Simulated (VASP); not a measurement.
# Ho3N (P4/mmm) in VASP: single point with PBE

Aim: the single point of Ho3N with PBE.

Everything below comes from runs of VASP 6.6.1. Logs are shortened: lines on timing, memory, paths and dates and some standing lists are left out, and cuts for length are marked.

## Step 1: The cell of the first run

The structure is tetragonal, space group P4/mmm (No. 123). The conventional cell has a = 3.760 Å, b = 3.760 Å, c = 8.991 Å, α = 90.00°, β = 90.00°, γ = 90.00°. Within 4.8 Å of Ho (site symmetry 4/mmm) lie 12 Ho at 3.67 to 3.76 Å. Ho (site symmetry 4mm) has 1 N at 1.97 Å within 2.6 Å. Within 2.6 Å of N (site symmetry 4/mmm) lie 2 Ho at 1.97 Å.

The cell was built from a structure type or drawn by symmetry, and may not be a known phase.

## Step 2: Single point, PBE

INCAR reads:

```
SYSTEM = Ho3N
PREC = Accurate ; ENCUT = 600
EDIFF = 1E-6 ; ISMEAR = 0
SIGMA = 0.2 ; LREAL = .FALSE.
LASPH = .TRUE. ; NELM = 200
ALGO = Normal ; ISIF = 2
LWAVE = .FALSE. ; LCHARG = .FALSE.
GGA = PE ; NBANDS = 24
GGA_COMPAT = .FALSE. ; LMAXMIX = 6
```

KPOINTS reads:

```
regular mesh
0
G
  5 5 3
  0 0 0
```

POSCAR reads:

```
Ho3N
1.0
    3.7601815631      0.0000000000      0.0000000000
    0.0000000000      3.7601815631      0.0000000000
    0.0000000000      0.0000000000      8.9913988384
Ho N
3 1
Direct
    0.5000000000      0.5000000000      0.5000000000
    0.0000000000      0.0000000000      0.7814298734
    0.0000000000      0.0000000000      0.2185701266
    0.0000000000      0.0000000000      0.0000000000
```

Potentials or basis: VASP PAW PBE potentials, release 64 (Ho_3, N), 4f in core.

On the command line:

```console
> cat potpaw_PBE.64/Ho_3/POTCAR potpaw_PBE.64/N/POTCAR > POTCAR
> mpirun -np 1 vasp_std > vasp.out
```

OUTCAR:

```text
SYSTEM = Ho3N
   PREC = Accurate
   ENCUT = 600
   EDIFF = 1E-6
   ISMEAR = 0
   LREAL = .FALSE.
   LASPH = .TRUE.
   NELM = 200
   ISIF = 2
   GGA = PE

 ion  position               nearest neighbor table
   1  0.500  0.500  0.500-   2 3.67   3 3.67   2 3.67   3 3.67   2 3.67   3 3.67   2 3.67   3 3.67

   2  0.000  0.000  0.781-   4 1.97   1 3.67   1 3.67   1 3.67   1 3.67
   3  0.000  0.000  0.219-   4 1.97   1 3.67   1 3.67   1 3.67   1 3.67
   4  0.000  0.000  0.000-   2 1.97   3 1.97

  LATTYP: Found a simple tetragonal cell.
 ALAT       =     3.7601815631
 C/A-ratio  =     2.3912140112

  Lattice vectors:

 A1 = (   3.7601815631,   0.0000000000,   0.0000000000)
 A2 = (   0.0000000000,   3.7601815631,   0.0000000000)
 A3 = (   0.0000000000,   0.0000000000,   8.9913988384)

Analysis of symmetry for initial positions (statically):
=====================================================================
 Subroutine PRICEL returns:
 Original cell was already a primitive cell.

 Routine SETGRP: Setting up the symmetry group for a
 simple tetragonal supercell.

 Subroutine GETGRP returns: Found 16 space group operations
 (whereof 16 operations were pure point group operations)
 out of a pool of 16 trial point group operations.

The static configuration has the point symmetry D_4h.

Analysis of symmetry for dynamics (positions and initial velocities):
=====================================================================
 Subroutine PRICEL returns:
 Original cell was already a primitive cell.

 Routine SETGRP: Setting up the symmetry group for a
 simple tetragonal supercell.

 Subroutine GETGRP returns: Found 16 space group operations
 (whereof 16 operations were pure point group operations)
 out of a pool of 16 trial point group operations.

The dynamic configuration has the point symmetry D_4h.

 Subroutine INISYM returns: Found 16 space group operations
 (whereof 16 operations are pure point group operations),
 and found     1 'primitive' translations

----------------------------------------------------------------------------------------

                                     Primitive cell

  volume of cell :     127.1291

  direct lattice vectors                    reciprocal lattice vectors
     3.760181563  0.000000000  0.000000000     0.265944605  0.000000000  0.000000000
     0.000000000  3.760181563  0.000000000     0.000000000  0.265944605  0.000000000
[... 76 lines left out ...]
   EDIFF  = 0.1E-05   stopping-criterion for ELM
   LREAL  =      F    real-space projection
   EDIFFG = 0.1E-04   stopping-criterion for IOM
   NSW    =      0    number of steps for IOM
   IBRION =     -1    ionic relax: 0-MD 1-quasi-New 2-CG
   NFREE  =      0    steps in history (QN), initial steepest desc. (CG)
   ISIF   =      2    stress and relaxation
   ISYM   =      2    0-nonsym 1-usesym 2-fastsym
   POTIM  = 0.5000    time-step for ionic-motion
   TEBEG  =    0.0;   TEEND  =   0.0 temperature during run
   PSTRESS=    0.0 pullay stress
   NELECT =      32.0000    total number of electrons
   NUPDOWN=      -1.0000    fix difference up-down
   EMIN   =  10.00;   EMAX   =-10.00  energy-range for DOS
   EFERMI =   0.00;   METHOD = LEGACY
   ISMEAR =     0;   SIGMA  =   0.20  broadening in eV -4-tet -1-fermi 0-gaus
   EFERMI_NEDOS =   21; number of points for ismear=-14 and -15
   IALGO  =     38    algorithm
   IMIX   =      4    mixing-type and parameters
     AMIX     =   0.40;   BMIX     =  1.00
     AMIX_MAG =   1.60;   BMIX_MAG =  1.00
  volume/ion in A,a.u.               =      31.78       214.48
  Fermi-wavevector in a.u.,A,eV,Ry     =   1.033657  1.953329 14.537106  1.068447
  Thomas-Fermi vector in A             =   2.167915
   LORBIT       =      0    0 simple, 1 ext, 2 COOP (PROOUT), +10 PAW based schemes
   GGA     = PE    functional components
   LHFCALC =     F    Hartree Fock is set to
   AEXX    =    0.0000 exact exchange contribution
   IVDW    =     0    specifies the selected vdW correction
   LEPSILON=     F    determine dielectric tensor
   LRPA    =     F    only Hartree local field effects (RPA)
 non-spin polarized calculation
 Gauss-broadening in eV      SIGMA  =   0.20
  energy-cutoff  :      600.00
  volume of cell :      127.13
 maximum number of plane-waves:      4307
 NGX is ok and might be reduce to    30
   NGX = 15   NGY = 15   NGZ = 35

 number of electron      32.0000004 magnetization

 Free energy of the ion-electron system (eV)
  ---------------------------------------------------
  ext. energy  EPLUGINS =         0.00000000
  ---------------------------------------------------
  free energy    TOTEN  =       -21.28821727 eV

  energy without entropy =      -21.19059850  energy(sigma->0) =      -21.23940788

 E-fermi :   1.4281     XC(G=0):  -8.7718

 val. band max:        1.4175305182   @ k =   0.4000   0.4000   0.3333
 cond. band min:       1.4405860722   @ k =   0.2000   0.2000   0.3333
 fundamental gap:      0.0230555540
 Fermi energy:         1.4281095995

 k-point     1 :       0.0000    0.0000    0.0000
  band No.  band energies     occupation
      1     -22.9389      2.00000
      2     -22.8154      2.00000
      3     -22.8154      2.00000
      4     -22.1238      2.00000
      5     -21.9747      2.00000
      6     -21.9747      2.00000
[... 313 lines left out ...]
     23       5.5546      0.00000
     24       6.2769      0.00000

------------------------ aborting loop because EDIFF is reached ----------------------------------------

  FORCE on cell =-STRESS in cart. coord.  units (eV):
  Direction    XX          YY          ZZ          XY          YZ          ZX
  --------------------------------------------------------------------------------------
  -------------------------------------------------------------------------------------
  Total        0.0761615      0.0761615      2.3640907      0.0000000      0.0000000      0.0000000
  in kB        0.9598456      0.9598456     29.7940695      0.0000000      0.0000000      0.0000000
  external PRESSURE =      10.5712535 kB  Pullay stress =       0.0000000 kB

 VOLUME and BASIS-vectors are now :
 -----------------------------------------------------------------------------
  energy-cutoff  :      600.00
  volume of cell :      127.13
      direct lattice vectors                 reciprocal lattice vectors
     3.760181563  0.000000000  0.000000000     0.265944605  0.000000000  0.000000000
     0.000000000  3.760181563  0.000000000     0.000000000  0.265944605  0.000000000
     0.000000000  0.000000000  8.991398838     0.000000000  0.000000000  0.111217400

 POSITION                                       TOTAL-FORCE (eV/Angst)
 -----------------------------------------------------------------------------------
      1.88009      1.88009      4.49570        -0.000000      0.000000      0.000000
      0.00000      0.00000      7.02615        -0.000000     -0.000000     -0.472896
      0.00000      0.00000      1.96525         0.000000     -0.000000      0.472896
      0.00000      0.00000      0.00000        -0.000000      0.000000      0.000000
 -----------------------------------------------------------------------------------
    total drift:                                0.000000     -0.000000      0.000000

  FREE ENERGIE OF THE ION-ELECTRON SYSTEM (eV)
  ---------------------------------------------------
  free  energy   TOTEN  =       -21.2882172661 eV

  energy  without entropy=      -21.1905984964  energy(sigma->0) =      -21.23940788
```

OSZICAR:

```text
N       E                     dE             d eps       ncg     rms          rms(c)
DAV:   1     0.268066222980E+03    0.26807E+03   -0.13504E+04   600   0.134E+03
DAV:   2     0.144691471246E+02   -0.25360E+03   -0.24208E+03   840   0.633E+02
DAV:   3    -0.239638040133E+02   -0.38433E+02   -0.34596E+02  1032   0.156E+02
DAV:   4    -0.273747612806E+02   -0.34110E+01   -0.33347E+01   968   0.338E+01
DAV:   5    -0.274753119160E+02   -0.10055E+00   -0.10021E+00   960   0.103E+01    0.463E+01
DAV:   6    -0.219456898196E+02    0.55296E+01   -0.45834E+01  1072   0.349E+01    0.223E+01
DAV:   7    -0.222582592201E+02   -0.31257E+00   -0.16475E+01  1056   0.241E+01    0.176E+01
DAV:   8    -0.212550142761E+02    0.10032E+01   -0.40349E+00  1056   0.140E+01    0.284E+00
DAV:   9    -0.212894696996E+02   -0.34455E-01   -0.37057E-01   888   0.359E+00    0.911E-01
DAV:  10    -0.212881328372E+02    0.13369E-02   -0.20285E-02   968   0.145E+00    0.428E-01
DAV:  11    -0.212882096561E+02   -0.76819E-04   -0.31846E-03   984   0.484E-01    0.194E-01
DAV:  12    -0.212882085901E+02    0.10661E-05   -0.18870E-04   960   0.138E-01    0.765E-02
DAV:  13    -0.212882181984E+02   -0.96084E-05   -0.89108E-05   984   0.620E-02    0.346E-02
DAV:  14    -0.212882172661E+02    0.93238E-06   -0.52874E-06   832   0.193E-02
   1 F= -.21288217E+02 E0= -.21239408E+02  d E =-.976188E-01
```

stdout:

```text
POSCAR found type information on POSCAR HoN
 POSCAR found :  2 types and       4 ions
 scaLAPACK will be used
 LDA part: xc-table for (Slater+PW92), standard interpolation
 POSCAR, INCAR and KPOINTS ok, starting setup
 FFT: planning ... GRIDC
 FFT: planning ... GRID_SOFT
 FFT: planning ... GRID
 WAVECAR not read
 entering main loop
```

It took 51 s on 1 thread of Intel Xeon Platinum 8259CL at 2.50GHz (Skylake/Cascade Lake), shared host; peak memory 0.25 GiB.

Results:

```yaml
Free_energy: -21.2882 eV
Pressure: 1.1 GPa
Largest_force: 0.473 eV/Å
Band_gap_on_the_k_mesh: zero (bands 16 and 17 overlap by 0.41 eV)
```

Forces in eV/Å, atoms in the order of the input:
```
Ho   0.000  0.000  0.000
Ho   0.000  0.000 -0.473
Ho   0.000  0.000  0.473
N    0.000  0.000  0.000
```

Caveat: spin-orbit coupling is left out, which moves the levels of the heavy elements; the 4f electrons are frozen in the core, so they carry no moment and show no levels; the run has no spin polarisation, though such a crystal can be magnetic. Spin polarisation is off, so any magnetic state and its effect on volume and gap are missing.
